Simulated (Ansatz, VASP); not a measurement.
HfIn4SiO6: VASP beside Ansatz

```
CELL_PARAMETERS angstrom
3.23023 -5.57768 -0.02470
3.23023 5.57768 -0.02470
-1.49068 0.00000 6.32030
ATOMIC_POSITIONS crystal
Hf 0.10178 0.10178 0.00912
In 0.79222 0.48204 0.00818
In 0.48204 0.79222 0.00818
In 0.54472 0.21983 0.48398
In 0.21983 0.54472 0.48398
Si 0.85433 0.85433 0.44523
O 0.83500 0.58822 0.38104
O 0.58822 0.83500 0.38104
O 0.02899 0.02899 0.29500
O 0.97920 0.97920 0.69555
O 0.42852 0.14514 0.07435
O 0.14514 0.42852 0.07435
```

Alike in both runs: functional PBE; k mesh 3 × 3 × 2; occupations fermi-dirac, width 0.05 eV; no spin polarisation.

|  | VASP | Ansatz |
| --- | --- | --- |
| version | VASP 6.6.1 | Ansatz 0.2.0 |
| potentials or method | VASP PAW PBE potentials, release 64 (Hf_pv, In_d, Si, O), cutoff 520 eV | all-electron LAPW, scalar-relativistic |
| task | single point | band structure |

```tsv
	VASP	Ansatz	Ansatz less VASP
gap on the k mesh at the Fermi level (eV)	0.79	0.80	+0.016
least direct gap on the mesh (eV)	1.28	1.29	+0.012
pressure (GPa)	-0.3	0.0	+0.25
traceless stress, the component that is largest in VASP (GPa)	-0.22	-0.09	+0.131
rms of the force components (eV/Å)	0.052	0.008	-0.0441
```

Atom by atom the forces differ by 0.053 eV/Å (rms over components). Ansatz ran all-electron here, and VASP with PAW potentials.

The k mesh is coarse, so the values compare programs but aren't converged. Neither program's run includes spin-orbit coupling.
